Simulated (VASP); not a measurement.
The system is MgZr2N.

```xyz
4
Lattice="3.3671 0.0000 0.0000 -1.6835 2.9160 0.0000 0.0000 0.0000 5.6989" Properties=species:S:1:pos:R:3 pbc="T T T"
Mg    0.0000    0.0000    2.8495
Zr    0.0000    1.9440    1.3228
Zr    1.6835    0.9720    4.3761
N     0.0000    0.0000    0.0000
```

The cell was generated, and may not be a known phase.

* Program: VASP 6.6.1
* Task: relaxation of cell and atoms
* Functional: PBE
* Potentials or basis: VASP PAW PBE potentials, release 64 (Mg, Zr_sv, N)
* Cutoff: 600 eV
* k mesh: 6 × 6 × 4
* Occupations: gaussian, width 0.1 eV
* Spin: no spin polarisation

At the start: pressure 27.8 GPa; volume 13.99 Å³/atom.

Problem. How do energy, volume and symmetry change on relaxing?

Solution. Over 18 steps the energy falls by 1067.9 meV/atom and the volume is 17.87 Å³/atom (+27.8 %); space group P-3m1 (No. 164, to 0.1 Å) before and after.

The path:
```
step  energy change (eV)  largest force (eV/Å)  pressure (GPa)  volume (Å³)
   1              0.0000                6.3185           27.82        55.95
   2             -2.3862                1.8631          -13.09        78.00
   3             -2.4686                2.1731           -9.22        72.92
   4             -3.3658                0.5445            6.07        67.40
   5             -3.3694                0.8108            7.48        67.06
   6             -3.9305                1.9583            9.09        69.17
   7             -3.9309                2.5758           10.76        69.96
   8             -3.8081                0.4123          -11.59        82.09
   9             -4.1659                0.8591           -1.15        75.11
  10             -4.1670                0.9578           -0.49        74.76
  11             -4.2258                0.6300           -0.33        73.61
  12             -4.2548                0.1327            0.22        71.84
  13             -4.2554                0.1916            0.14        72.05
  14             -4.2648                0.0702           -0.53        72.12
  15             -4.2633                0.2656           -1.94        72.27
  16             -4.2683                0.0689           -1.16        72.19
  17             -4.2712                0.0237            0.31        71.29
  18             -4.2715                0.0034           -0.03        71.48
```

Final structure:
```
CELL_PARAMETERS angstrom
3.26724 0.00000 0.00000
-1.63362 2.82951 0.00000
0.00000 0.00000 7.73246
ATOMIC_POSITIONS crystal
Mg 0.00000 0.00000 0.50000
Zr 0.33333 0.66667 0.16056
Zr 0.66667 0.33333 0.83944
N 0.00000 0.00000 0.00000
```

Caveat: the volume moved by over 15 % at a fixed basis, so the end points are rough.
